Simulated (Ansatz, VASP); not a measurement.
## One calculation of TiGe4Mo, two programs

```
Ti Ge Mo
1.0
     2.37147   -4.20328    0.00000
     2.37147    4.20328    0.00000
     0.00000    0.00000    4.74042
Ti Ge Mo
1 4 1
Direct
  0.00000 0.00000 0.00000
  0.66503 0.33497 0.00000
  0.16093 0.83907 0.50000
  0.33497 0.66503 0.00000
  0.83907 0.16093 0.50000
  0.50000 0.50000 0.50000
```

Alike in both runs: task single point; functional PBE; k mesh 4 × 4 × 4; occupations gaussian, width 0.1 eV; collinear spin.

|  | VASP | Ansatz |
| --- | --- | --- |
| version | VASP 6.6.1 | Ansatz 0.2.0 |
| potentials or method | VASP PAW PBE potentials, release 64 (Ti_sv, Ge_d, Mo_sv), cutoff 520 eV | scalar-relativistic, plane waves, PAW |
| valence electrons in the cell | 82 | 82 |

```tsv
	VASP	Ansatz	Ansatz less VASP
gap on the k mesh at the Fermi level (eV)	none	none	-
pressure (GPa)	0.2	0.0	-0.14
net moment per atom (μB)	0.00	0.00	0.000
```

A gap of «none» marks a metal or a gap that the smearing closes. The functional is the same, so the differences come from potentials, cutoffs and numerics. Ansatz's warnings: seeded moment not kept.

The k mesh is coarse, so the values compare programs but aren't converged.
